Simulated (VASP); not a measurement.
# WS2 in VASP: further runs, part 2 of 2

VASP 6.6.1.

**3. Single point, PBEsol**

This run uses another cell than the first one, of 33.58 Å³/atom, 0.942 times its volume.

Input file INCAR:

```
ALGO = Normal
EDIFF = 1E-7
ENCUT = 520
GGA = PS
ISIF = 2
ISMEAR = 0
LASPH = T
LCHARG = F
LREAL = F
LWAVE = F
NBANDS = 35
NELM = 100
PREC = Accurate
SIGMA = 0.02
```

Input file KPOINTS:

```
k-points
0
Gamma
  11 11 3
```

Input file POSCAR:

```
WS2
1.0
    3.1510527399      0.0000000000      0.0000000000
   -1.5755263699      2.7288917213      0.0000000000
    0.0000000000      0.0000000000     23.4296684865
W S
2 4
Direct
    0.6666666667      0.3333333333      0.3626824600
    0.3333333333      0.6666666667      0.6373175400
    0.6666666667      0.3333333333      0.7031838900
    0.3333333333      0.6666666667      0.4285581700
    0.6666666667      0.3333333333      0.5714418300
    0.3333333333      0.6666666667      0.2968161100
```

Potentials or basis: VASP PAW PBE potentials, release 64 (W_sv, S).

Started as:

```sh
> cat potpaw_PBE.64/W_sv/POTCAR potpaw_PBE.64/S/POTCAR > POTCAR
> mpirun -np 1 vasp_std > vasp.out
```

OUTCAR:

```text
EDIFF = 1E-7
   ENCUT = 520
   GGA = PS
   ISIF = 2
   ISMEAR = 0
   LASPH = T
   LREAL = F
   NELM = 100
   PREC = Accurate

 ion  position               nearest neighbor table
   1  0.667  0.333  0.363-   6 2.39   6 2.39   6 2.39   4 2.39   4 2.39   4 2.39
   2  0.333  0.667  0.637-   3 2.39   3 2.39   3 2.39   5 2.39   5 2.39   5 2.39
   3  0.667  0.333  0.703-   2 2.39   2 2.39   2 2.39
   4  0.333  0.667  0.429-   1 2.39   1 2.39   1 2.39
   5  0.667  0.333  0.571-   2 2.39   2 2.39   2 2.39
   6  0.333  0.667  0.297-   1 2.39   1 2.39   1 2.39

  LATTYP: Found a hexagonal cell.
 ALAT       =     3.1510527399
 C/A-ratio  =     7.4355050266

  Lattice vectors:

 A1 = (   3.1510527399,   0.0000000000,   0.0000000000)
 A2 = (  -1.5755263699,   2.7288917213,   0.0000000000)
 A3 = (   0.0000000000,   0.0000000000,  23.4296684865)

Analysis of symmetry for initial positions (statically):
=====================================================================
 Subroutine PRICEL returns:
 Original cell was already a primitive cell.

 Routine SETGRP: Setting up the symmetry group for a
 hexagonal supercell.

 Subroutine GETGRP returns: Found 12 space group operations
 (whereof 12 operations were pure point group operations)
 out of a pool of 24 trial point group operations.

The static configuration has the point symmetry D_3d.

Analysis of symmetry for dynamics (positions and initial velocities):
=====================================================================
 Subroutine PRICEL returns:
 Original cell was already a primitive cell.

 Routine SETGRP: Setting up the symmetry group for a
 hexagonal supercell.

 Subroutine GETGRP returns: Found 12 space group operations
 (whereof 12 operations were pure point group operations)
 out of a pool of 24 trial point group operations.

The dynamic configuration has the point symmetry D_3d.

 Subroutine INISYM returns: Found 12 space group operations
 (whereof 12 operations are pure point group operations),
 and found     1 'primitive' translations

----------------------------------------------------------------------------------------

                                     Primitive cell

  volume of cell :     201.4689

  direct lattice vectors                    reciprocal lattice vectors
     3.151052740  0.000000000  0.000000000     0.317354257  0.183224566  0.000000000
    -1.575526370  2.728891721  0.000000000     0.000000000  0.366449131  0.000000000
     0.000000000  0.000000000 23.429668486     0.000000000  0.000000000  0.042680928

  length of vectors
     3.151052740  3.151052740 23.429668486     0.366449131  0.366449131  0.042680928

  position of ions in fractional coordinates (direct lattice)
     0.666666667  0.333333333  0.362682460
     0.333333333  0.666666667  0.637317540
     0.666666667  0.333333333  0.703183890
     0.333333333  0.666666667  0.428558170
     0.666666667  0.333333333  0.571441830
     0.333333333  0.666666667  0.296816110

  ion indices of the primitive-cell ions
   primitive index   ion index
                 1           1
                 2           2
                 3           3
                 4           4
                 5           5
                 6           6

----------------------------------------------------------------------------------------

 KPOINTS: k-points

Automatic generation of k-mesh.
 Grid dimensions read from file:
 generate k-points for:   11   11    3

 Generating k-lattice:

  Cartesian coordinates                     Fractional coordinates (reciprocal lattice)
     0.028850387  0.016656779  0.000000000     0.090909091 -0.000000000  0.000000000
     0.000000000  0.033313557  0.000000000     0.000000000  0.090909091  0.000000000
     0.000000000  0.000000000  0.014226976     0.000000000  0.000000000  0.333333333

  Length of vectors
     0.033313557  0.033313557  0.014226976

  Shift w.r.t. Gamma in fractional coordinates (k-lattice)
     0.000000000  0.000000000  0.000000000

 Subroutine IBZKPT returns following result:
 ===========================================

 Found     42 irreducible k-points:

 Following reciprocal coordinates:
            Coordinates               Weight
  0.000000  0.000000  0.000000      1.000000
  0.090909  0.000000  0.000000      6.000000
  0.181818  0.000000  0.000000      6.000000
  0.272727 -0.000000  0.000000      6.000000
  0.363636  0.000000  0.000000      6.000000
  0.454545 -0.000000  0.000000      6.000000
[... 16 lines left out ...]
  0.000000  0.272727  0.333333      6.000000
  0.363636  0.000000  0.333333      6.000000
 [... further k-points ...]
   k-points           NKPTS =     42   k-points in BZ     NKDIM =     42   number of bands    NBANDS=     35
   number of dos      NEDOS =    301   number of ions     NIONS =      6
   total plane-waves  NPLWV = 103680
   dimension x,y,z NGX =    24 NGY =   24 NGZ =  180
   dimension x,y,z NGXF=    48 NGYF=   48 NGZF=  360
   ions per type =               2   4
   NGX,Y,Z   is equivalent  to a cutoff of  12.66, 12.66, 12.77 a.u.
   NGXF,Y,Z  is equivalent  to a cutoff of  25.32, 25.32, 25.54 a.u.
 SYSTEM =  unknown system
   PREC   = accura    normal or accurate (medium, high low for compatibility)
   ISTART =      0    job   : 0-new  1-cont  2-samecut
   ICHARG =      2    charge: 1-file 2-atom 10-const
   ISPIN  =      1    spin polarized calculation?
   LNONCOLLINEAR =      F non collinear calculations
   LSORBIT =      F    spin-orbit coupling
   LASPH  =      T    aspherical Exc in radial PAW
   ENCUT  =  520.0 eV  38.22 Ry    6.18 a.u.   5.86  5.86 43.56*2*pi/ulx,y,z
   NELM   =    100;   NELMIN=  2; NELMDL= -5     # of ELM steps
   EDIFF  = 0.1E-06   stopping-criterion for ELM
   LREAL  =      F    real-space projection
   EDIFFG = 0.1E-05   stopping-criterion for IOM
   NSW    =      0    number of steps for IOM
   IBRION =     -1    ionic relax: 0-MD 1-quasi-New 2-CG
   NFREE  =      0    steps in history (QN), initial steepest desc. (CG)
   ISIF   =      2    stress and relaxation
   ISYM   =      2    0-nonsym 1-usesym 2-fastsym
   POTIM  = 0.5000    time-step for ionic-motion
   TEBEG  =    0.0;   TEEND  =   0.0 temperature during run
   PSTRESS=    0.0 pullay stress
   NELECT =      52.0000    total number of electrons
   NUPDOWN=      -1.0000    fix difference up-down
   EMIN   =  10.00;   EMAX   =-10.00  energy-range for DOS
   EFERMI =   0.00;   METHOD = LEGACY
   ISMEAR =     0;   SIGMA  =   0.02  broadening in eV -4-tet -1-fermi 0-gaus
   EFERMI_NEDOS =   21; number of points for ismear=-14 and -15
   IALGO  =     38    algorithm
   IMIX   =      4    mixing-type and parameters
     AMIX     =   0.40;   BMIX     =  1.00
     AMIX_MAG =   1.60;   BMIX_MAG =  1.00
  volume/ion in A,a.u.               =      33.58       226.60
  Fermi-wavevector in a.u.,A,eV,Ry     =   1.042333  1.969724 14.782165  1.086459
  Thomas-Fermi vector in A             =   2.176994
   LORBIT       =      0    0 simple, 1 ext, 2 COOP (PROOUT), +10 PAW based schemes
   GGA     = PS    functional components
   LHFCALC =     F    Hartree Fock is set to
   AEXX    =    0.0000 exact exchange contribution
   IVDW    =     0    specifies the selected vdW correction
   LEPSILON=     F    determine dielectric tensor
   LRPA    =     F    only Hartree local field effects (RPA)
 non-spin polarized calculation
 Gauss-broadening in eV      SIGMA  =   0.02
  energy-cutoff  :      520.00
  volume of cell :      201.47
 maximum number of plane-waves:      5450
   NGX = 11   NGY = 11   NGZ = 87

 number of electron      51.9999992 magnetization

 Free energy of the ion-electron system (eV)
  ---------------------------------------------------
  ext. energy  EPLUGINS =         0.00000000
  ---------------------------------------------------
  free energy    TOTEN  =       -50.50149983 eV

  energy without entropy =      -50.50149983  energy(sigma->0) =      -50.50149983

 E-fermi :   1.4559     XC(G=0):  -6.2748

 val. band max:        1.1800922839   @ k =   0.0000   0.0000   0.3333
 cond. band min:       2.7785108604   @ k =   0.1818   0.1818   0.0000
 fundamental gap:      1.5984185766
 Fermi energy:         1.4559118441

 k-point     1 :       0.0000    0.0000    0.0000
  band No.  band energies     occupation
      1     -73.0381      2.00000
      2     -73.0381      2.00000
      3     -37.3233      2.00000
      4     -37.3233      2.00000
      5     -37.1408      2.00000
      6     -37.1408      2.00000
[... 901 lines left out ...]
     34       5.6919      0.00000
     35       7.1289      0.00000

 [... further k-points ...]
[... 5 lines left out ...]
  --------------------------------------------------------------------------------------
  -------------------------------------------------------------------------------------
  Total        0.8138957      0.8138957      2.8627736      0.0000000      0.0000000      0.0000000
  in kB        6.4724872      6.4724872     22.7661437      0.0000000      0.0000000      0.0000000
  external PRESSURE =      11.9037061 kB  Pullay stress =       0.0000000 kB

 VOLUME and BASIS-vectors are now :
 -----------------------------------------------------------------------------
  energy-cutoff  :      520.00
  volume of cell :      201.47
      direct lattice vectors                 reciprocal lattice vectors
     3.151052740  0.000000000  0.000000000     0.317354257  0.183224566  0.000000000
    -1.575526370  2.728891721  0.000000000     0.000000000  0.366449131  0.000000000
     0.000000000  0.000000000 23.429668486     0.000000000  0.000000000  0.042680928

 POSITION                                       TOTAL-FORCE (eV/Angst)
 -----------------------------------------------------------------------------------
      1.57553      0.90963      8.49753        -0.000000      0.000000     -0.008583
     -0.00000      1.81926     14.93214         0.000000     -0.000000      0.008583
      1.57553      0.90963     16.47537        -0.000000     -0.000000      0.475637
     -0.00000      1.81926     10.04098         0.000000      0.000000      0.497008
      1.57553      0.90963     13.38869         0.000000     -0.000000     -0.497008
     -0.00000      1.81926      6.95430         0.000000      0.000000     -0.475637
 -----------------------------------------------------------------------------------
    total drift:                                0.000000     -0.000000      0.000000

  FREE ENERGIE OF THE ION-ELECTRON SYSTEM (eV)
  ---------------------------------------------------
  free  energy   TOTEN  =       -50.5014998342 eV

  energy  without entropy=      -50.5014998342  energy(sigma->0) =      -50.50149983
```

Run time: 9.7 min. Hardware: 1 thread of Intel Xeon Platinum 8488C (Sapphire Rapids), shared host; peak memory 0.45 GiB.

What came out:

| Quantity | Value |
| --- | --- |
| Free energy | -50.5015 eV |
| Largest force | 0.497 eV/Å |
| Band gap on the k mesh | 1.60 eV, indirect (least direct gap 2.11 eV) |

Forces on the atoms (eV/Å):
```
W    0.000  0.000 -0.009
W    0.000  0.000  0.009
S    0.000  0.000  0.476
S    0.000  0.000  0.497
S    0.000  0.000 -0.497
S    0.000  0.000 -0.476
```

Caveat: the PAW data sets were made with another functional, which shifts forces and pressure a little; spin-orbit coupling is left out, which moves the levels of the heavy elements.

**4. Single point, PBEsol**

This run uses another cell than the first one, of 34.62 Å³/atom, 0.971 times its volume.

Input file INCAR:

```
PREC = Accurate ; ENCUT = 520
EDIFF = 1E-7 ; ISMEAR = 0
SIGMA = 0.02 ; LREAL = F
LASPH = T ; NELM = 60
ALGO = Normal ; ISIF = 2
LWAVE = F ; LCHARG = F
GGA = PS ; NBANDS = 35
```

Input file KPOINTS:

```
regular mesh
0
Gamma
  11 11 3
```

Edit POSCAR of step 3 so:

```diff
@@ -2,5 +2,5 @@
 1.0
-    3.1510527399      0.0000000000      0.0000000000
-   -1.5755263699      2.7288917213      0.0000000000
-    0.0000000000      0.0000000000     23.4296684865
+    3.1832085602      0.0000000000      0.0000000000
+   -1.5916042801      2.7567394786      0.0000000000
+    0.0000000000      0.0000000000     23.6687632500
 W S
```

Started as:

```sh
> cat potpaw_PBE.64/W_sv/POTCAR potpaw_PBE.64/S/POTCAR > POTCAR
> mpirun -np 1 vasp_std > vasp.out
```

It took 8.9 min on 1 thread of Intel Xeon Platinum 8488C (Sapphire Rapids), shared host; peak memory 0.45 GiB.

Results (log left out):

* Free energy: -50.4965 eV
* Largest force: 0.093 eV/Å
* Band gap on the k mesh: 1.58 eV, indirect (least direct gap 2.03 eV)

Forces on the atoms (eV/Å):
```
W    0.000  0.000 -0.007
W    0.000  0.000  0.007
S    0.000  0.000 -0.093
S    0.000  0.000 -0.068
S    0.000  0.000  0.068
S    0.000  0.000  0.093
```

Levels at points of the mesh, in eV from the valence-band top:
| k point | band 22 | band 23 | band 24 | band 25 | band 26 | band 27 | band 28 | band 29 | band 30 | band 31 |
| --- | --- | --- | --- | --- | --- | --- | --- | --- | --- | --- |
| (0.00, 0.00, 0.00) | -1.97 | -1.96 | -1.96 | -0.49 | 0.00 | 2.58 | 2.58 | 2.58 | 2.58 | 2.76 |

Caveat: the PAW data sets were made with another functional, which shifts forces and pressure a little; spin-orbit coupling is left out, which moves the levels of the heavy elements.

**5. Single point, PBEsol**

This run uses another cell than the first one, of 34.62 Å³/atom, 0.971 times its volume.

Input file INCAR:

```
PREC = Accurate
ENCUT = 520
EDIFF = 1E-6
ISMEAR = 0
SIGMA = 0.02
LREAL = False
LASPH = True
NELM = 60
ALGO = Normal
ISIF = 2
LWAVE = False
LCHARG = True
GGA = PS
LELF = True
LVHAR = True
NBANDS = 35
```

Input file KPOINTS:

```
Automatic mesh
0
Gamma
  11 11 3
```

Edit POSCAR of step 4 so:

```diff
@@ -8,3 +8,3 @@
 Direct
-    0.6666666667      0.3333333333      0.3626824600
+    0.6666666667      0.3333333333      0.3669074378
     0.3333333333      0.6666666667      0.6373175400
```

Started as:

```sh
> cat potpaw_PBE.64/W_sv/POTCAR potpaw_PBE.64/S/POTCAR > POTCAR
> mpirun -np 1 vasp_std > vasp.out
```

It took 10 min on 1 thread of Intel Xeon Platinum 8488C (Sapphire Rapids), shared host; peak memory 0.45 GiB.

The run converged. Its results:

```yaml
Free_energy: -50.3353 eV
Largest_force: 3.206 eV/Å
Band_gap_on_the_k_mesh: 1.37 eV, indirect (least direct gap 1.94 eV)
```

Forces on the atoms (eV/Å):
```
W    0.000  0.000 -3.206
W    0.000  0.000  0.010
S    0.000  0.000 -0.094
S    0.000  0.000  1.696
S    0.000  0.000  0.069
S    0.000  0.000  1.524
```

Levels at points of the mesh, in eV from the valence-band top:
```csv
k point,band 24,band 25,band 26,band 27,band 28,band 29
"(0.00, 0.00, 0.00)",-2.04,-0.65,0.00,2.13,2.13,2.44
```

Caveat: the PAW data sets were made with another functional, which shifts forces and pressure a little; spin-orbit coupling is left out, which moves the levels of the heavy elements.

**6. Overview**

| cell | gap on the mesh (eV) | largest force (eV/Å) |
| --- | --- | --- |
| a = 3.215, b = 3.215, c = 23.903 Å, angles 90.0, 90.0, 120.0°, 6 atoms | 1.57 | 0.60 |
| a = 3.151, b = 3.151, c = 23.430 Å, angles 90.0, 90.0, 120.0°, 6 atoms | 1.60 | 0.50 |
| a = 3.183, b = 3.183, c = 23.669 Å, angles 90.0, 90.0, 120.0°, 6 atoms | 1.37 | 3.21 |

Some of these runs hold the atoms at other places in the same cell, which the table doesn't show; runs alike in all that it shows share one row.

Alike in all rows: task single point; level PBEsol; potentials or basis VASP PAW PBE potentials, release 64 (W_sv, S); no spin polarisation; k mesh 11 × 11 × 3; cutoff (eV) 520; smearing gaussian 0.02 eV.

Caveats: the PAW data sets were made with another functional, which shifts forces and pressure a little; spin-orbit coupling is left out, which moves the levels of the heavy elements.

Total energies depend on the potentials used, so only differences within one code and one set of settings carry meaning.
